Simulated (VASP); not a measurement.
Hf2As3Ir, 6 atoms in the cell. The structure is tetragonal, space group P-4m2 (No. 115). The conventional cell has a = 3.755 Å, b = 3.755 Å, c = 8.230 Å, α = 90.00°, β = 90.00°, γ = 90.00°. Within 3.5 Å of As (site symmetry -4m2) lie 4 Ir at 2.66 Å and 4 Hf at 2.88 Å. As (site symmetry 2mm) has 5 Hf at 2.82 to 2.90 Å and 10 As at 3.29 to 3.76 Å and 2 Ir at 3.66 Å within 3.8 Å. Ir (site symmetry -4m2) has 4 As at 2.66 Å and 4 Hf at 2.88 Å within 3.5 Å. Within 3.8 Å of Hf (site symmetry 2mm) lie 7 As at 2.82 to 2.90 Å and 2 Ir at 2.88 Å and 4 Hf at 3.76 Å. 

- Program: VASP 6.6.1
- Task: single point
- Functional: PBE
- Potentials or basis: VASP PAW PBE potentials, release 64 (As, Ir, Hf_pv)
- Cutoff: 520 eV
- k mesh: 9 × 9 × 4
- Occupations: fermi-dirac, width 0.1364 eV
- Spin: no spin polarisation
- Dipole correction: no
- Further INCAR settings: ALGO = Normal; EDIFF = 1e-06; NBANDS = 31

Potentials or basis: VASP PAW PBE potentials, release 64 (As, Ir, Hf_pv).

Launch:

```console
$ cat potpaw_PBE.64/As/POTCAR potpaw_PBE.64/Ir/POTCAR potpaw_PBE.64/Hf_pv/POTCAR > POTCAR
$ mpirun -np 1 vasp_std > vasp.out
```

Hardware: 1 thread of Oxide Virtual Turin-like Processor (shared host).

**Question.** Estimate the wall time of this run.

**Answer.** It took 3.2 min on 1 thread of Oxide Virtual Turin-like Processor, on a shared host, peak memory 0.28 GiB. Counts: scf iterations 15, k points 45.
